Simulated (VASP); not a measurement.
# Ti3C2 (P6_3/mmc) in VASP: a series of runs, part 2 of 2

VASP 6.6.1.

## 3. Single point, PBEsol (biaxial strain in the a-b plane: +4.0 %, then relaxed in part)

INCAR reads:

```
  PREC = Accurate
  ENCUT = 520
  EDIFF = 1E-7
  ISMEAR = 0
  SIGMA = 0.1
  LREAL = False
  LASPH = True
  NELM = 100
  ALGO = Normal
  ISIF = 2
  LWAVE = False
  LCHARG = False
  GGA = PS
  NBANDS = 55
```

KPOINTS reads:

```
regular mesh
0
Gamma
  12 12 4
```

POSCAR reads:

```
Ti3C2
1.0
    3.1637735320      0.0000000000      0.0000000000
   -1.5818867660      2.7399082505      0.0000000000
    0.0000000000      0.0000000000     14.8287097537
Ti C
6 4
Direct
    0.3333333333      0.6666666667      0.8467167417
    0.6666666667      0.3333333333      0.3467167417
    0.6666666667      0.3333333333      0.1532832583
    0.3333333333      0.6666666667      0.6532832583
    0.0000000000      0.0000000000      0.0000000000
    0.0000000000      0.0000000000      0.5000000000
    0.6666666667      0.3333333333      0.9143287636
    0.3333333333      0.6666666667      0.4143287636
    0.6666666667      0.3333333333      0.5856712364
    0.3333333333      0.6666666667      0.0856712364
```

Potentials or basis: VASP PAW PBE potentials, release 64 (Ti_sv, C).

Run with:

```bash
> cat potpaw_PBE.64/Ti_sv/POTCAR potpaw_PBE.64/C/POTCAR > POTCAR
> mpirun -np 1 vasp_std > vasp.out
```

OUTCAR:

```text
PREC = Accurate
   ENCUT = 520
   EDIFF = 1E-7
   ISMEAR = 0
   LREAL = False
   LASPH = True
   NELM = 100
   ISIF = 2
   GGA = PS

 ion  position               nearest neighbor table
   1  0.333  0.667  0.847-   7 2.08   7 2.08   7 2.08   4 2.87   5 2.92   5 2.92   5 2.92
   2  0.667  0.333  0.347-   8 2.08   8 2.08   8 2.08   3 2.87   6 2.92   6 2.92   6 2.92
   3  0.667  0.333  0.153-  10 2.08  10 2.08  10 2.08   2 2.87   5 2.92   5 2.92   5 2.92
   4  0.333  0.667  0.653-   9 2.08   9 2.08   9 2.08   1 2.87   6 2.92   6 2.92   6 2.92
   5  0.000  0.000  0.000-   7 2.22  10 2.22  10 2.22   7 2.22   7 2.22  10 2.22   1 2.92   3 2.92
                             1 2.92   3 2.92   1 2.92   3 2.92
   6  0.000  0.000  0.500-   8 2.22   9 2.22   8 2.22   9 2.22   9 2.22   8 2.22   2 2.92   4 2.92
                             4 2.92   2 2.92   4 2.92   2 2.92
   7  0.667  0.333  0.914-   1 2.08   1 2.08   1 2.08   5 2.22   5 2.22   5 2.22
   8  0.333  0.667  0.414-   2 2.08   2 2.08   2 2.08   6 2.22   6 2.22   6 2.22
   9  0.667  0.333  0.586-   4 2.08   4 2.08   4 2.08   6 2.22   6 2.22   6 2.22
  10  0.333  0.667  0.086-   3 2.08   3 2.08   3 2.08   5 2.22   5 2.22   5 2.22

  LATTYP: Found a hexagonal cell.
 ALAT       =     3.1637735320
 C/A-ratio  =     4.6870326222

  Lattice vectors:

 A1 = (   3.1637735320,   0.0000000000,   0.0000000000)
 A2 = (  -1.5818867660,   2.7399082505,   0.0000000000)
 A3 = (   0.0000000000,   0.0000000000,  14.8287097537)

Analysis of symmetry for initial positions (statically):
=====================================================================
 Subroutine PRICEL returns:
 Original cell was already a primitive cell.

 Routine SETGRP: Setting up the symmetry group for a
 hexagonal supercell.

 Subroutine GETGRP returns: Found 24 space group operations
 (whereof 12 operations were pure point group operations)
 out of a pool of 24 trial point group operations.

The static configuration has the point symmetry D_3d.
 The point group associated with its full space group is D_6h.

[... 153 lines left out ...]
   LORBIT       =      0    0 simple, 1 ext, 2 COOP (PROOUT), +10 PAW based schemes
   GGA     = PS    functional components
   LHFCALC =     F    Hartree Fock is set to
   AEXX    =    0.0000 exact exchange contribution
   IVDW    =     0    specifies the selected vdW correction
   LEPSILON=     F    determine dielectric tensor
   LRPA    =     F    only Hartree local field effects (RPA)
 non-spin polarized calculation
 Gauss-broadening in eV      SIGMA  =   0.10
  energy-cutoff  :      520.00
  volume of cell :      128.54
 maximum number of plane-waves:      3486
 NGX is ok and might be reduce to    24
   NGX = 11   NGY = 11   NGZ = 55

 number of electron      88.0000030 magnetization

 Free energy of the ion-electron system (eV)
  ---------------------------------------------------
  ext. energy  EPLUGINS =         0.00000000
  ---------------------------------------------------
  free energy    TOTEN  =       -95.75806288 eV

  energy without entropy =      -95.74065547  energy(sigma->0) =      -95.74935917

 E-fermi :   8.0137     XC(G=0): -11.8343

 val. band max:        8.0033275236   @ k =   0.2500   0.2500   0.0000
 cond. band min:       8.0194435934   @ k =   0.0833   0.0833   0.2500
 fundamental gap:      0.0161160697
 Fermi energy:         8.0136746295

 k-point     1 :       0.0000    0.0000    0.0000
  band No.  band energies     occupation
      1     -48.7497      2.00000
      2     -48.7398      2.00000
      3     -48.7265      2.00000
      4     -48.7153      2.00000
      5     -48.5290      2.00000
      6     -48.5277      2.00000
[... 1381 lines left out ...]
     54      10.1478      0.00000
     55      10.2378      0.00000

 [... further k-points ...]
[... 5 lines left out ...]
  --------------------------------------------------------------------------------------
  -------------------------------------------------------------------------------------
  Total      -12.0238111    -12.0238111      0.1232298      0.0000000      0.0000000     -0.0000000
  in kB     -149.8676690   -149.8676690      1.5359652      0.0000000      0.0000000     -0.0000000
  external PRESSURE =     -99.3997909 kB  Pullay stress =       0.0000000 kB

 VOLUME and BASIS-vectors are now :
 -----------------------------------------------------------------------------
  energy-cutoff  :      520.00
  volume of cell :      128.54
      direct lattice vectors                 reciprocal lattice vectors
     3.163773532  0.000000000  0.000000000     0.316078250  0.182487862  0.000000000
    -1.581886766  2.739908251  0.000000000     0.000000000  0.364975725  0.000000000
     0.000000000  0.000000000 14.828709754     0.000000000  0.000000000  0.067436751

 POSITION                                       TOTAL-FORCE (eV/Angst)
 -----------------------------------------------------------------------------------
     -0.00000      1.82661     12.55572        -0.000000      0.000000     -0.020539
      1.58189      0.91330      5.14136         0.000000      0.000000     -0.020539
      1.58189      0.91330      2.27299         0.000000     -0.000000      0.020539
     -0.00000      1.82661      9.68735         0.000000     -0.000000      0.020539
      0.00000      0.00000      0.00000        -0.000000      0.000000     -0.000000
      0.00000      0.00000      7.41435        -0.000000      0.000000     -0.000000
      1.58189      0.91330     13.55832         0.000000      0.000000      0.001646
     -0.00000      1.82661      6.14396        -0.000000     -0.000000      0.001646
      1.58189      0.91330      8.68475         0.000000      0.000000     -0.001646
     -0.00000      1.82661      1.27039        -0.000000      0.000000     -0.001646
 -----------------------------------------------------------------------------------
    total drift:                               -0.000000      0.000000     -0.000000

  FREE ENERGIE OF THE ION-ELECTRON SYSTEM (eV)
  ---------------------------------------------------
  free  energy   TOTEN  =       -95.7580628755 eV

  energy  without entropy=      -95.7406554717  energy(sigma->0) =      -95.74935917
```

It took 10 min on 1 thread of Intel Xeon Platinum 8488C (Sapphire Rapids), shared host; peak memory 0.42 GiB.

What came out:

```
Free energy            : -95.7581 eV
Pressure               : -9.9 GPa
Largest force          : 0.021 eV/Å
Band gap on the k mesh : zero (bands 44 and 45 overlap by 0.50 eV)
```

Forces in eV/Å, atoms in the order of the input:
```
Ti   0.000  0.000 -0.021
Ti   0.000  0.000 -0.021
Ti   0.000  0.000  0.021
Ti   0.000  0.000  0.021
Ti   0.000  0.000  0.000
Ti   0.000  0.000  0.000
C    0.000  0.000  0.002
C    0.000  0.000  0.002
C    0.000  0.000 -0.002
C    0.000  0.000 -0.002
```

Stress tensor (GPa, compression positive):
```
-14.99   0.00   0.00
  0.00 -14.99   0.00
  0.00   0.00   0.15
```

Caveat: the cell differs from its parent crystal (biaxial strain in the a-b plane: +4.0 %, then relaxed in part); the stress differs along the axes, from -15 to 0 GPa; the PAW data sets were made with another functional, which shifts forces and pressure a little.

The gap in the log of VASP goes by the Fermi energy; the results here count the filled bands.